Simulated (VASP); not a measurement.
# HfC (Fm-3m) in VASP: further runs, part 2 of 2

VASP 6.6.1.

### 3 Single point, PBE

This run uses another cell than the first one, of 12.52 Å³/atom, 0.986 times its volume.

INCAR reads:

```
SYSTEM = HfC
PREC = Accurate
ENCUT = 520
EDIFF = 1E-6
ISMEAR = 0
SIGMA = 0.05
LREAL = .False.
LASPH = .True.
NELM = 80
ALGO = Normal
ISIF = 2
LWAVE = .False.
LCHARG = .False.
GGA = PE
NBANDS = 14
```

KPOINTS reads:

```
regular mesh
0
Gamma
  8 8 8
  0 0 0
```

POSCAR reads:

```
HfC
1.0
    0.0000000000      2.3221631968      2.3221631968
    2.3221631968      0.0000000000      2.3221631968
    2.3221631968      2.3221631968      0.0000000000
Hf C
1 1
Direct
    0.5000000000      0.5000000000      0.5000000000
    0.0000000000      0.0000000000      0.0000000000
```

Potentials or basis: VASP PAW PBE potentials, release 64 (Hf_pv, C).

Run with:

```sh
cat potpaw_PBE.64/Hf_pv/POTCAR potpaw_PBE.64/C/POTCAR > POTCAR
mpirun -np 1 vasp_std > vasp.out
```

OUTCAR:

```text
SYSTEM = HfC
   PREC = Accurate
   ENCUT = 520
   EDIFF = 1E-6
   ISMEAR = 0
   LREAL = .False.
   LASPH = .True.
   NELM = 80
   ISIF = 2
   GGA = PE

 ion  position               nearest neighbor table
   1  0.500  0.500  0.500-   2 2.32   2 2.32   2 2.32   2 2.32   2 2.32   2 2.32
   2  0.000  0.000  0.000-   1 2.32   1 2.32   1 2.32   1 2.32   1 2.32   1 2.32

  LATTYP: Found a face centered cubic cell.
 ALAT       =     4.6443263936

  Lattice vectors:

 A1 = (   0.0000000000,   2.3221631968,   2.3221631968)
 A2 = (   2.3221631968,   0.0000000000,   2.3221631968)
 A3 = (   2.3221631968,   2.3221631968,   0.0000000000)

Analysis of symmetry for initial positions (statically):
=====================================================================
 Subroutine PRICEL returns:
 Original cell was already a primitive cell.

 Routine SETGRP: Setting up the symmetry group for a
 face centered cubic supercell.

 Subroutine GETGRP returns: Found 48 space group operations
 (whereof 48 operations were pure point group operations)
 out of a pool of 48 trial point group operations.

The static configuration has the point symmetry O_h .

Analysis of symmetry for dynamics (positions and initial velocities):
=====================================================================
 Subroutine PRICEL returns:
 Original cell was already a primitive cell.

 Routine SETGRP: Setting up the symmetry group for a
 face centered cubic supercell.

 Subroutine GETGRP returns: Found 48 space group operations
 (whereof 48 operations were pure point group operations)
 out of a pool of 48 trial point group operations.

The dynamic configuration has the point symmetry O_h .

 Subroutine INISYM returns: Found 48 space group operations
 (whereof 48 operations are pure point group operations),
 and found     1 'primitive' translations

----------------------------------------------------------------------------------------

                                     Primitive cell

  volume of cell :      25.0443

  direct lattice vectors                    reciprocal lattice vectors
     0.000000000  2.322163197  2.322163197    -0.215316478  0.215316478  0.215316478
     2.322163197  0.000000000  2.322163197     0.215316478 -0.215316478  0.215316478
[... 123 lines left out ...]
 number of electron      14.0000001 magnetization

 Free energy of the ion-electron system (eV)
  ---------------------------------------------------
  ext. energy  EPLUGINS =         0.00000000
  ---------------------------------------------------
  free energy    TOTEN  =       -21.04164532 eV

  energy without entropy =      -21.04110536  energy(sigma->0) =      -21.04137534

 E-fermi :   5.9192     XC(G=0): -12.3031

 val. band max:        5.8906715340   @ k =   0.5000   0.5000   0.0000
 cond. band min:       5.9635299506   @ k =   0.1250   0.1250   0.0000
 fundamental gap:      0.0728584166
 Fermi energy:         5.9191978227

 k-point     1 :       0.0000    0.0000    0.0000
  band No.  band energies     occupation
      1     -23.5737      2.00000
      2     -23.5737      2.00000
      3     -23.5737      2.00000
      4      -6.3445      2.00000
      5       6.9864      0.00000
      6       6.9864      0.00000
      7       6.9864      0.00000
      8       7.3737      0.00000
      9       7.3737      0.00000
     10       7.3737      0.00000
     11       9.3833      0.00000
     12       9.3833      0.00000
     13      12.8549      0.00000
     14      16.9924      0.00000
[... 377 lines left out ...]
      1     -24.1555      2.00000
      2     -23.8213      2.00000
      3     -23.7026      2.00000
      4      -3.1811      2.00000
      5       0.9929      2.00000
      6       3.2185      2.00000
      7       3.4954      2.00000
      8       9.8874      0.00000
      9      10.2057      0.00000
     10      12.0404      0.00000
     11      14.9026      0.00000
     12      15.5521      0.00000
     13      17.0164      0.00000
     14      19.2964      0.00000

 [... further k-points ...]

------------------------ aborting loop because EDIFF is reached ----------------------------------------

  FORCE on cell =-STRESS in cart. coord.  units (eV):
  Direction    XX          YY          ZZ          XY          YZ          ZX
  --------------------------------------------------------------------------------------
  -------------------------------------------------------------------------------------
  Total        0.0739849      0.0739849      0.0739849      0.0000000      0.0000000     -0.0000000
  in kB        4.7330967      4.7330967      4.7330967      0.0000000      0.0000000     -0.0000000
  external PRESSURE =       4.7330967 kB  Pullay stress =       0.0000000 kB

 VOLUME and BASIS-vectors are now :
 -----------------------------------------------------------------------------
  energy-cutoff  :      520.00
  volume of cell :       25.04
      direct lattice vectors                 reciprocal lattice vectors
     0.000000000  2.322163197  2.322163197    -0.215316478  0.215316478  0.215316478
     2.322163197  0.000000000  2.322163197     0.215316478 -0.215316478  0.215316478
     2.322163197  2.322163197  0.000000000     0.215316478  0.215316478 -0.215316478

 POSITION                                       TOTAL-FORCE (eV/Angst)
 -----------------------------------------------------------------------------------
      2.32216      2.32216      2.32216         0.000000      0.000000      0.000000
      0.00000      0.00000      0.00000        -0.000000     -0.000000     -0.000000
 -----------------------------------------------------------------------------------
    total drift:                                0.000000     -0.000000      0.000000

  FREE ENERGIE OF THE ION-ELECTRON SYSTEM (eV)
  ---------------------------------------------------
  free  energy   TOTEN  =       -21.0416453198 eV

  energy  without entropy=      -21.0411053636  energy(sigma->0) =      -21.04137534
```

OSZICAR:

```text
N       E                     dE             d eps       ncg     rms          rms(c)
DAV:   1     0.254647074000E+02    0.25465E+02   -0.76617E+03   812   0.979E+02
DAV:   2    -0.225435811066E+02   -0.48008E+02   -0.44302E+02  1034   0.204E+02
DAV:   3    -0.242129712765E+02   -0.16694E+01   -0.16643E+01   992   0.278E+01
DAV:   4    -0.242198359899E+02   -0.68647E-02   -0.68645E-02   928   0.223E+00
DAV:   5    -0.242198785874E+02   -0.42598E-04   -0.42597E-04   986   0.157E-01    0.573E+01
DAV:   6    -0.211104372708E+02    0.31094E+01   -0.12107E+01   860   0.183E+01    0.412E+01
DAV:   7    -0.210568560307E+02    0.53581E-01   -0.54176E-01  1028   0.518E+00    0.251E+01
DAV:   8    -0.210486382750E+02    0.82178E-02   -0.74801E-02   920   0.217E+00    0.655E+00
DAV:   9    -0.210418856824E+02    0.67526E-02   -0.23202E-02   902   0.900E-01    0.211E+00
DAV:  10    -0.210416514620E+02    0.23422E-03   -0.12030E-03  1004   0.264E-01    0.860E-02
DAV:  11    -0.210416456016E+02    0.58604E-05   -0.75553E-05   932   0.685E-02    0.303E-02
DAV:  12    -0.210416453198E+02    0.28182E-06   -0.22942E-06  1028   0.138E-02
   1 F= -.21041645E+02 E0= -.21041375E+02  d E =-.539956E-03
```

It took 5 s on 1 thread of Intel Xeon Platinum 8559C (Emerald Rapids), shared host; peak memory 0.13 GiB.

What came out:

```
Free energy            : -21.0416 eV
Pressure               : 0.5 GPa
Band gap on the k mesh : zero (band 7 reaches 6.99 eV, above the bottom of band 8 at 5.56 eV)
```

Levels at points of the mesh, in eV from the Fermi level:
```csv
k point,band 5,band 6,band 7,band 8,band 9,band 10
"(0.00, 0.00, 0.00)",1.07,1.07,1.07,1.45,1.45,1.45
"(0.50, 0.00, 0.00)",-6.09,-2.93,-2.93,5.40,5.40,5.87
"(0.50, 0.50, 0.00)",-2.52,-1.72,-0.03,-0.03,5.39,6.83
```

Caveat: spin-orbit coupling is left out, which moves the levels of the heavy elements.
